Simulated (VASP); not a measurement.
# H14C4O in VASP: notebook

The runs below take H14C4O through single point, relaxation of the atoms, with PBE.

Program: VASP 6.6.1. These are calculated values, not measurements. Logs are shortened: lines on timing, memory, paths and dates and some standing lists are left out, and cuts for length are marked.

### 1 The cell of the first run

The cell holds an amorphous packing of atoms, 38 atoms: a = 7.536 Å, b = 7.536 Å, c = 7.536 Å, α = 90.00°, β = 90.00°, γ = 90.00°.

### 2 Single point, PBE

INCAR

```
PREC = Accurate
ENCUT = 520
EDIFF = 1E-6
ISMEAR = -1
SIGMA = 0.05
LREAL = Auto
LASPH = True
NELM = 80
ALGO = Normal
ISIF = 2
LWAVE = False
LCHARG = False
GGA = PE
NBANDS = 61
```

KPOINTS

```
regular mesh
0
Gamma
  1 1 1
```

POSCAR

```
H14C4O
1.0
    7.5361220000      0.0000000000      0.0000000000
    0.0000000000      7.5361220000      0.0000000000
    0.0000000000      0.0000000000      7.5361220000
O H C
2 28 8
Direct
    0.6966049647      1.0986154417      0.8455144436
    0.7614924493      0.3807130511      1.0724614065
    0.6767273672      1.0072952641      0.9283687286
    0.6044222745      1.1853311292      0.8691340188
    0.7588783727      0.5035879196      1.0198879477
    0.8181794297      0.3077179483      0.9837818443
    0.1809551385     -0.0434573644      0.1977674990
    0.0604289580      0.1124318317      0.3093102792
   -0.0430460123     -0.0134021185      0.1285409127
    0.0583058501      0.3113670400      0.0145432890
    0.2759774855      0.2727662848      0.0822571609
    0.1829190133      0.1320705795     -0.0823633163
    0.8043792285      0.6354063801      0.7200520374
    0.5973894796      0.5022477078      0.6652360458
    0.7893449708      0.5109789889      0.5226693517
    0.6022858972      0.7601522375      0.3964771271
    0.5194050733      0.8104035471      0.5940721236
    0.7399429043      0.8604558153      0.5440198553
    0.4764519470      0.5236778279      1.1079305776
    0.5776711152      0.6715655612      0.9530365883
    0.4858466994      0.7586129842      1.1502865798
    0.3042944368      0.7978639412      0.8442007706
    0.3023836398      0.5573556267      0.8358941111
    0.1749706281      0.6805755002      0.9962816419
    0.0498797657      0.6233046652      0.3092572015
    0.0625653353      0.7022444700      0.5273534584
    0.2359303631      0.7563969904      0.3685715279
    0.3102789472      0.5270482617      0.6082571381
    0.1513643224      0.3769047263      0.5256815110
    0.3429880780      0.4089769247      0.4108081053
    0.0804923275      0.0558377372      0.1776510518
    0.1422880362      0.1911991340      0.0430460123
    0.7033591017      0.5921082488      0.6190186412
    0.6362290844      0.7613464856      0.5298348408
    0.4651065893      0.6593046132      1.0495318414
    0.2955498863      0.6762098597      0.9244542485
    0.1435619009      0.6452124846      0.4153860566
    0.2424854587      0.4800214222      0.4851036116
```

Potentials or basis: VASP PAW PBE potentials, release 64 (O, H, C).

Command:

```sh
$ cat potpaw_PBE.64/O/POTCAR potpaw_PBE.64/H/POTCAR potpaw_PBE.64/C/POTCAR > POTCAR
$ mpirun -np 1 vasp_gam > vasp.out
```

OUTCAR:

```text
PREC = Accurate
   ENCUT = 520
   EDIFF = 1E-6
   ISMEAR = -1
   LREAL = Auto
   LASPH = True
   NELM = 80
   ISIF = 2
   GGA = PE

 ion  position               nearest neighbor table
   1  0.697  0.099  0.846-   3 0.94   4 0.97
   2  0.761  0.381  0.072-   6 0.97   5 1.01
   3  0.677  0.007  0.928-   1 0.94
   4  0.604  0.185  0.869-   1 0.97
   5  0.759  0.504  0.020-   2 1.01
   6  0.818  0.308  0.984-   2 0.97
   7  0.181  0.957  0.198-  31 1.08
   8  0.060  0.112  0.309-  31 1.09
[... 20 lines left out ...]
  29  0.151  0.377  0.526-  38 1.08
  30  0.343  0.409  0.411-  38 1.08
  31  0.080  0.056  0.178-   7 1.08   8 1.09   9 1.13  32 1.51
  32  0.142  0.191  0.043-  12 1.09  10 1.13  11 1.22  31 1.51
  33  0.703  0.592  0.619-  14 1.10  13 1.13  15 1.15  34 1.53
  34  0.636  0.761  0.530-  16 1.04  17 1.07  18 1.09  33 1.53
  35  0.465  0.659  0.050-  21 1.08  19 1.12  20 1.12  36 1.59
  36  0.296  0.676  0.924-  24 1.06  22 1.10  23 1.12  35 1.59
  37  0.144  0.645  0.415-  25 1.08  26 1.13  27 1.15  38 1.54
  38  0.242  0.480  0.485-  29 1.08  30 1.08  28 1.12  37 1.54

  LATTYP: Found a simple cubic cell.
 ALAT       =     7.5361220000

  Lattice vectors:

 A1 = (   7.5361220000,   0.0000000000,   0.0000000000)
 A2 = (   0.0000000000,   7.5361220000,   0.0000000000)
 A3 = (   0.0000000000,   0.0000000000,   7.5361220000)

Analysis of symmetry for initial positions (statically):
=====================================================================
 Subroutine PRICEL returns:
 Original cell was already a primitive cell.

 Routine SETGRP: Setting up the symmetry group for a
 simple cubic supercell.

 Subroutine GETGRP returns: Found  1 space group operations
 (whereof  1 operations were pure point group operations)
 out of a pool of 48 trial point group operations.

The static configuration has the point symmetry C_1 .

Analysis of symmetry for dynamics (positions and initial velocities):
=====================================================================
 Subroutine PRICEL returns:
 Original cell was already a primitive cell.

 Routine SETGRP: Setting up the symmetry group for a
 simple cubic supercell.

 Subroutine GETGRP returns: Found  1 space group operations
 (whereof  1 operations were pure point group operations)
 out of a pool of 48 trial point group operations.

The dynamic configuration has the point symmetry C_1 .

 Subroutine INISYM returns: Found  1 space group operations
 (whereof  1 operations are pure point group operations),
 and found     1 'primitive' translations

----------------------------------------------------------------------------------------

                                     Primitive cell

  volume of cell :     428.0000

  direct lattice vectors                    reciprocal lattice vectors
     7.536122000  0.000000000  0.000000000     0.132694242  0.000000000  0.000000000
     0.000000000  7.536122000  0.000000000     0.000000000  0.132694242  0.000000000
     0.000000000  0.000000000  7.536122000     0.000000000  0.000000000  0.132694242

  length of vectors
     7.536122000  7.536122000  7.536122000     0.132694242  0.132694242  0.132694242

  position of ions in fractional coordinates (direct lattice)
     0.696604965  0.098615442  0.845514444
     0.761492449  0.380713051  0.072461406
     0.676727367  0.007295264  0.928368729
     0.604422275  0.185331129  0.869134019
     0.758878373  0.503587920  0.019887948
     0.818179430  0.307717948  0.983781844
[... 30 lines left out ...]
     0.143561901  0.645212485  0.415386057
     0.242485459  0.480021422  0.485103612

  ion indices of the primitive-cell ions
   primitive index   ion index
                 1           1
                 2           2
                 3           3
                 4           4
                 5           5
                 6           6
[... 30 lines left out ...]
                37          37
                38          38

----------------------------------------------------------------------------------------

 KPOINTS: regular mesh

Automatic generation of k-mesh.
 Grid dimensions read from file:
 generate k-points for:    1    1    1

 Generating k-lattice:

  Cartesian coordinates                     Fractional coordinates (reciprocal lattice)
     0.132694242  0.000000000  0.000000000     1.000000000  0.000000000  0.000000000
     0.000000000  0.132694242  0.000000000     0.000000000  1.000000000  0.000000000
     0.000000000  0.000000000  0.132694242     0.000000000  0.000000000  1.000000000

  Length of vectors
     0.132694242  0.132694242  0.132694242

  Shift w.r.t. Gamma in fractional coordinates (k-lattice)
     0.000000000  0.000000000  0.000000000

 Subroutine IBZKPT returns following result:
 ===========================================

 Found      1 irreducible k-points:

 Following reciprocal coordinates:
            Coordinates               Weight
  0.000000  0.000000  0.000000      1.000000
   k-points           NKPTS =      1   k-points in BZ     NKDIM =      1   number of bands    NBANDS=     61
   number of dos      NEDOS =    301   number of ions     NIONS =     38
   total plane-waves  NPLWV = 175616
   dimension x,y,z NGX =    56 NGY =   56 NGZ =   56
   dimension x,y,z NGXF=   112 NGYF=  112 NGZF=  112
   ions per type =               2  28   8
   NGX,Y,Z   is equivalent  to a cutoff of  12.35, 12.35, 12.35 a.u.
   NGXF,Y,Z  is equivalent  to a cutoff of  24.71, 24.71, 24.71 a.u.
 SYSTEM =  unknown system
   PREC   = accura    normal or accurate (medium, high low for compatibility)
   ISTART =      0    job   : 0-new  1-cont  2-samecut
   ICHARG =      2    charge: 1-file 2-atom 10-const
   ISPIN  =      1    spin polarized calculation?
   LNONCOLLINEAR =      F non collinear calculations
   LSORBIT =      F    spin-orbit coupling
   LASPH  =      T    aspherical Exc in radial PAW
   ENCUT  =  520.0 eV  38.22 Ry    6.18 a.u.  14.01 14.01 14.01*2*pi/ulx,y,z
   NELM   =     80;   NELMIN=  2; NELMDL= -5     # of ELM steps
   EDIFF  = 0.1E-05   stopping-criterion for ELM
   LREAL  =      T    real-space projection
   EDIFFG = 0.1E-04   stopping-criterion for IOM
   NSW    =      0    number of steps for IOM
   IBRION =     -1    ionic relax: 0-MD 1-quasi-New 2-CG
   NFREE  =      0    steps in history (QN), initial steepest desc. (CG)
   ISIF   =      2    stress and relaxation
   ISYM   =      2    0-nonsym 1-usesym 2-fastsym
   POTIM  = 0.5000    time-step for ionic-motion
   TEBEG  =    0.0;   TEEND  =   0.0 temperature during run
   PSTRESS=    0.0 pullay stress
   NELECT =      72.0000    total number of electrons
   NUPDOWN=      -1.0000    fix difference up-down
   EMIN   =  10.00;   EMAX   =-10.00  energy-range for DOS
   EFERMI =   0.00;   METHOD = LEGACY
   ISMEAR =    -1;   SIGMA  =   0.05  broadening in eV -4-tet -1-fermi 0-gaus
   EFERMI_NEDOS =   21; number of points for ismear=-14 and -15
   IALGO  =     38    algorithm
   IMIX   =      4    mixing-type and parameters
     AMIX     =   0.40;   BMIX     =  1.00
     AMIX_MAG =   1.60;   BMIX_MAG =  1.00
  volume/ion in A,a.u.               =      11.26        76.01
  Fermi-wavevector in a.u.,A,eV,Ry     =   0.903728  1.707798 11.112209  0.816724
  Thomas-Fermi vector in A             =   2.027089
   LORBIT       =      0    0 simple, 1 ext, 2 COOP (PROOUT), +10 PAW based schemes
   GGA     = PE    functional components
   LHFCALC =     F    Hartree Fock is set to
   AEXX    =    0.0000 exact exchange contribution
   IVDW    =     0    specifies the selected vdW correction
   LEPSILON=     F    determine dielectric tensor
   LRPA    =     F    only Hartree local field effects (RPA)
 non-spin polarized calculation
  energy-cutoff  :      520.00
  volume of cell :      428.00
 maximum number of plane-waves:      5757
   NGX = 29   NGY = 29   NGZ = 29

 number of electron      71.9999999 magnetization

 Free energy of the ion-electron system (eV)
  ---------------------------------------------------
  ext. energy  EPLUGINS =         0.00000000
  ---------------------------------------------------
  free energy    TOTEN  =      -189.27272531 eV

  energy without entropy =     -189.27272531  energy(sigma->0) =     -189.27272531

 E-fermi :  -2.8456     XC(G=0):  -6.0525

 val. band max:       -4.0973889555   @ k =   0.0000   0.0000   0.0000
 cond. band min:       1.0206209828   @ k =   0.0000   0.0000   0.0000
 fundamental gap:      5.1180099383
 Fermi energy:        -2.8455971665

 k-point     1 :       0.0000    0.0000    0.0000
  band No.  band energies     occupation
      1     -23.0795      2.00000
      2     -22.2190      2.00000
      3     -16.1282      2.00000
      4     -15.9307      2.00000
      5     -15.8389      2.00000
      6     -15.7126      2.00000
[... 40 lines left out ...]
     47       4.6420      0.00000
     48       4.7627      0.00000
 [bands above 48 left out]

------------------------ aborting loop because EDIFF is reached ----------------------------------------

  FORCE on cell =-STRESS in cart. coord.  units (eV):
  Direction    XX          YY          ZZ          XY          YZ          ZX
  --------------------------------------------------------------------------------------
  -------------------------------------------------------------------------------------
  Total       -0.8884444     -3.1224742      4.4931119     -2.0460239      1.0958812     -2.2667966
  in kB       -3.3258072    -11.6886857     16.8195376     -7.6590962      4.1023271     -8.4855380
  external PRESSURE =       0.6016815 kB  Pullay stress =       0.0000000 kB

 VOLUME and BASIS-vectors are now :
 -----------------------------------------------------------------------------
  energy-cutoff  :      520.00
  volume of cell :      428.00
      direct lattice vectors                 reciprocal lattice vectors
     7.536122000  0.000000000  0.000000000     0.132694242  0.000000000  0.000000000
     0.000000000  7.536122000  0.000000000     0.000000000  0.132694242  0.000000000
     0.000000000  0.000000000  7.536122000     0.000000000  0.000000000  0.132694242

 POSITION                                       TOTAL-FORCE (eV/Angst)
 -----------------------------------------------------------------------------------
      5.24970      0.74318      6.37190         0.369674      1.020507     -1.306080
      5.73870      2.86910      0.54608        -0.294368      1.903931     -0.040482
      5.09990      0.05498      6.99630        -0.300755     -1.249003      1.132224
      4.55500      1.39668      6.54990        -0.113538      0.070570      0.088965
      5.71900      3.79510      0.14988         0.028318     -1.469573      0.585244
      6.16590      2.31900      7.41390         0.146081     -0.395452     -0.383630
[... 30 lines left out ...]
      1.08190      4.86240      3.13040         0.839735      0.966593      0.491649
      1.82740      3.61750      3.65580         0.038345      0.964113      1.120803
 -----------------------------------------------------------------------------------
    total drift:                                0.003557     -0.004689      0.001419

  FREE ENERGIE OF THE ION-ELECTRON SYSTEM (eV)
  ---------------------------------------------------
  free  energy   TOTEN  =      -189.2727253108 eV

  energy  without entropy=     -189.2727253107  energy(sigma->0) =     -189.27272531
```

It took 39 s on 1 thread of Intel Xeon 6975P-C (Granite Rapids), shared host; peak memory 0.39 GiB.

What came out:

```yaml
Free_energy: -189.2727 eV
Pressure: 0.1 GPa
Largest_force: 3.628 eV/Å
Band_gap_on_the_k_mesh: 5.12 eV
```

Forces on the atoms (eV/Å):
```
O    0.370  1.021 -1.306
O   -0.294  1.904 -0.040
H   -0.301 -1.249  1.132
H   -0.114  0.071  0.089
H    0.028 -1.470  0.585
H    0.146 -0.395 -0.384
H    0.480 -0.583 -0.125
H   -0.426  0.207  0.119
H    0.631  0.440  0.497
H    0.039 -1.133  0.261
H   -1.823 -1.596 -0.067
H   -0.242 -0.266 -0.402
H   -0.895 -0.576  0.027
H    0.343  0.259  0.248
H   -0.876  0.599  0.720
H   -0.341 -0.705 -2.228
H   -0.661  0.467  0.691
H    0.089  0.497  0.010
H   -0.196  0.678 -0.096
H   -0.190 -0.019  0.519
H   -0.326  0.505  0.419
H    0.026 -0.130 -0.044
H   -0.394  0.678  0.436
H   -1.186 -0.182  0.698
H   -0.294 -0.395 -0.560
H    0.531 -0.271 -0.569
H   -0.642 -1.084  0.521
H   -0.186 -0.464 -0.547
H   -0.605 -0.306  0.249
H    0.274  0.345 -0.894
C   -0.790  0.247 -0.473
C    2.432  2.689  0.122
C    1.590 -0.612 -1.267
C    0.878  0.060  1.774
C   -0.308 -0.790 -1.876
C    2.353 -0.372  0.149
C    0.840  0.967  0.492
C    0.038  0.964  1.121
```

Stress tensor (GPa, compression positive):
```
-0.33 -0.77 -0.85
-0.77 -1.17  0.41
-0.85  0.41  1.68
```

Levels at points of the mesh, in eV from the valence-band top:
```csv
k point,band 34,band 35,band 36,band 37,band 38,band 39
"(0.00, 0.00, 0.00)",-0.92,-0.72,0.00,5.12,6.64,6.85
```

Caveat: the k points lie up to 0.83 Å⁻¹ apart.

### 3 Single point, PBE

INCAR

```
ALGO     = Normal         # electronic algorithm
EDIFF    = 1E-6           # SCF threshold, eV
ENCUT    = 520            # plane-wave cutoff, eV
GGA      = PE             # functional
ISIF     = 2              # what is computed and relaxed
ISMEAR   = -1             # smearing method
LASPH    = T              # aspherical terms in the spheres
LCHARG   = F              # write CHGCAR
LREAL    = Auto         
LWAVE    = F              # write WAVECAR
NBANDS   = 61             # bands
NELM     = 100            # most SCF steps
PREC     = Accurate       # precision mode
SIGMA    = 0.05           # smearing width, eV
```

KPOINTS

```
k-points
0
Gamma
  1 1 1
```

POSCAR

```
H14C4O
1.0
    7.5361220000      0.0000000000      0.0000000000
    0.0000000000      7.5361220000      0.0000000000
    0.0000000000      0.0000000000      7.5361220000
O H C
2 28 8
Direct
    0.6633119793      1.1029943517      0.8057592486
    0.7432469910      0.3673507409      1.0895126167
    0.5442321661      1.0629206905      0.7975056667
    0.7372890195      1.0073483418      0.7557335192
    0.6892537037      0.4633152170      1.0132797744
    0.7655794320      0.2788436811      1.0001165055
    0.2072285985     -0.0380567087      0.1879746639
    0.0883610961      0.1339813766      0.2968104816
   -0.0282240654     -0.0069797172      0.1642622028
    0.0464297154      0.3054754156      0.0374993929
    0.2678433284      0.2539900495      0.0442402604
    0.1166780474      0.1337292576     -0.0996666455
    0.7933788758      0.6246714159      0.7464979999
    0.6302445741      0.5090283836      0.6337078938
    0.8340098528      0.5636453338      0.5343729839
    0.5601156669      0.7310789289      0.4134089124
    0.5466737402      0.8390920423      0.6241273695
    0.7357364968      0.8917053094      0.4834449336
    0.4651065893      0.5946692477      1.1716503528
    0.5763176339      0.7212993633      1.0008728627
    0.4098659762      0.8298432536      1.1367384976
    0.2388496365      0.7601522375      0.8584786711
    0.2926040741      0.5393622874      0.8520695392
    0.1643683582      0.6098627384      1.0281149907
    0.0746803197      0.5727481588      0.3161440327
    0.1028380379      0.7044471945      0.5281098156
    0.2655344486      0.7059466394      0.3700178951
    0.3876529600      0.4830999286      0.5717131437
    0.1682430300      0.3735210231      0.5822623360
    0.2945016018      0.3884756643      0.3792268756
    0.1030238099      0.0588764354      0.1725157846
    0.1457115477      0.2010848550      0.0272952057
    0.7328304929      0.6151837775      0.6155420520
    0.6462873080      0.7819008238      0.5266103707
    0.4448972562      0.6993782744      1.0665432433
    0.2828775861      0.6489677317      0.9406960238
    0.1670222430      0.6236231314      0.4278062377
    0.2656140652      0.4611788397      0.5058171829
```

Potentials or basis: VASP PAW PBE potentials, release 64 (O, H, C).

Command:

```sh
$ cat potpaw_PBE.64/O/POTCAR potpaw_PBE.64/H/POTCAR potpaw_PBE.64/C/POTCAR > POTCAR
$ mpirun -np 1 vasp_gam > vasp.out
```

Wall time 34 s (1 thread of Intel Xeon 6975P-C (Granite Rapids), shared host); peak memory 0.39 GiB.

The run converged. Its results:

```yaml
Free_energy: -189.2616 eV
Pressure: -0.3 GPa
Largest_force: 5.023 eV/Å
Band_gap_on_the_k_mesh: 5.05 eV
```

Forces in eV/Å, atoms in the order of the input:
```
O    1.774  0.158  0.034
O   -0.719  1.769 -0.649
H   -1.083 -0.417 -0.077
H   -0.560  0.498  0.211
H    0.546 -0.964  1.096
H   -0.052 -0.838 -0.418
H    0.229 -0.360  0.047
H    0.330 -0.191  0.328
H    0.351  0.042 -0.591
H   -0.073  0.287  0.048
H    3.208  1.077  0.054
H    0.709  0.401 -0.270
H    0.066  0.775  0.369
H    0.464  0.462 -0.275
H    0.981 -0.713 -1.077
H    0.979  0.677  0.661
H    0.596 -0.251 -0.738
H   -0.202 -0.644  0.034
H   -0.153  0.618 -0.700
H   -0.638 -0.073 -0.025
H    0.487 -1.226 -0.596
H    0.096  0.310  0.046
H    0.799 -0.912 -0.492
H    1.020  0.592 -0.662
H    0.640  0.833  1.398
H   -0.566  0.088  0.130
H    0.639  0.828 -0.739
H    0.802  0.387  0.811
H    1.073  0.672 -0.380
H    0.306 -0.273  0.852
C   -0.593  1.472  0.414
C   -4.196 -2.762 -0.004
C   -1.527  0.224  0.185
C   -1.225 -0.679  0.793
C   -0.815  0.130  0.077
C   -0.583  0.656  2.111
C   -0.469 -1.346 -0.141
C   -2.641 -1.308 -1.866
```

Stress tensor (GPa, compression positive):
```
 0.38 -0.52 -0.83
-0.52 -0.60  1.11
-0.83  1.11 -0.83
```

Levels at points of the mesh, in eV from the valence-band top:
```tsv
k point	band 32	band 33	band 34	band 35	band 36	band 37	band 38	band 39	band 40	band 41
(0.00, 0.00, 0.00)	-1.32	-1.20	-1.06	-0.86	0.00	5.05	6.87	6.95	7.08	7.29
```

Caveat: the k points lie up to 0.83 Å⁻¹ apart.

(Continued in part 2 of 2.)
